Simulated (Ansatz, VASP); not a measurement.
**One calculation of Hf, two programs**

Contents of INCAR:

```
PREC = Accurate ; ENCUT = 520
EDIFF = 1E-8 ; ISMEAR = -1
SIGMA = 0.05 ; LREAL = Auto
LASPH = True ; NELM = 80
ALGO = Normal ; ISIF = 2
LWAVE = False ; LCHARG = False
GGA = PS ; LEFG = True
NBANDS = 94
```

Contents of KPOINTS:

```
Automatic mesh
0
Gamma
  6 6 4
```

Contents of POSCAR:

```
Hf
1.0
    6.3934000000      0.0000000000      0.0000000000
   -3.1967000000      5.5368468166      0.0000000000
    0.0000000000      0.0000000000     10.1156000000
Hf
16
Direct
    0.1666666666      0.3333333334      0.1250000000
    0.1666666666      0.3333333334      0.6250000000
    0.1666666666      0.8333333334      0.1250000000
    0.1666666666      0.8333333334      0.6250000000
    0.6666666666      0.3333333334      0.1250000000
    0.6666666666      0.3333333334      0.6250000000
    0.6666666666      0.8333333334      0.1250000000
    0.6666666666      0.8333333334      0.6250000000
    0.3333333334      0.1666666666      0.3750000000
    0.3333333334      0.1666666666      0.8750000000
    0.3333333334      0.6666666666      0.3750000000
    0.3333333334      0.6666666666      0.8750000000
    0.8333333334      0.1666666666      0.3750000000
    0.8333333334      0.1666666666      0.8750000000
    0.8333333334      0.6666666666      0.3750000000
    0.8333333334      0.6666666666      0.8750000000
```

Input for Ansatz:

```yaml
crystal:
  lattice:
    - [6.3934, 0.0, 0.0]
    - [-3.1967, 5.5368468166, 0.0]
    - [0.0, 0.0, 10.1156]
  atoms:
    - { symbol: Hf, position: [0.1666666666, 0.3333333334, 0.125] }
    - { symbol: Hf, position: [0.1666666666, 0.3333333334, 0.625] }
    - { symbol: Hf, position: [0.1666666666, 0.8333333334, 0.125] }
    - { symbol: Hf, position: [0.1666666666, 0.8333333334, 0.625] }
    - { symbol: Hf, position: [0.6666666666, 0.3333333334, 0.125] }
    - { symbol: Hf, position: [0.6666666666, 0.3333333334, 0.625] }
    - { symbol: Hf, position: [0.6666666666, 0.8333333334, 0.125] }
    - { symbol: Hf, position: [0.6666666666, 0.8333333334, 0.625] }
    - { symbol: Hf, position: [0.3333333334, 0.1666666666, 0.375] }
    - { symbol: Hf, position: [0.3333333334, 0.1666666666, 0.875] }
    - { symbol: Hf, position: [0.3333333334, 0.6666666666, 0.375] }
    - { symbol: Hf, position: [0.3333333334, 0.6666666666, 0.875] }
    - { symbol: Hf, position: [0.8333333334, 0.1666666666, 0.375] }
    - { symbol: Hf, position: [0.8333333334, 0.1666666666, 0.875] }
    - { symbol: Hf, position: [0.8333333334, 0.6666666666, 0.375] }
    - { symbol: Hf, position: [0.8333333334, 0.6666666666, 0.875] }
kpoints:
  mp_grid: { grid: [6, 6, 4] }
scf:
  occupations: { method: fermi_dirac, width: 0.05 }
hamiltonian:
  xc: pbesol
  pseudopotentials: { kind: paw, azcp: { folder: soft_1 } }
output:
  forces: true
  efg: { quadrupole_moments_barn: { Hf: 3.365 }, contact_densities: true }
  core_levels: { shells: { Hf: "4f" }, counted_from: fermi_level, add_spin: always }
```

Alike in both runs: task electric field gradients; functional PBEsol; k mesh 6 × 6 × 4; occupations fermi-dirac, width 0.05 eV; no spin polarisation.

|  | VASP | Ansatz |
| --- | --- | --- |
| version | VASP 6.6.1 | Ansatz 0.2.0 |
| potentials or method | VASP PAW PBE potentials, release 64 (Hf_pv) | plane-wave PAW, scalar-relativistic |
| plane-wave cutoff (eV) | 520 | 420 |
| valence electrons in the cell | 160 | 416 |

```csv
,VASP,Ansatz,Ansatz less VASP
size of Vzz on the site where it differs most (V/Å²),80.7,91.0,+10.39
```

VASP's potentials were made for PBE, not for PBEsol, and Ansatz warns of the same on its side. With one functional, cell and mesh, what is left measures potentials, basis and numerics. VASP's potentials hold 160 valence electrons a cell and Ansatz's 416, so a difference there can come from the potentials and not from the codes.

Neither program's run includes spin-orbit coupling.
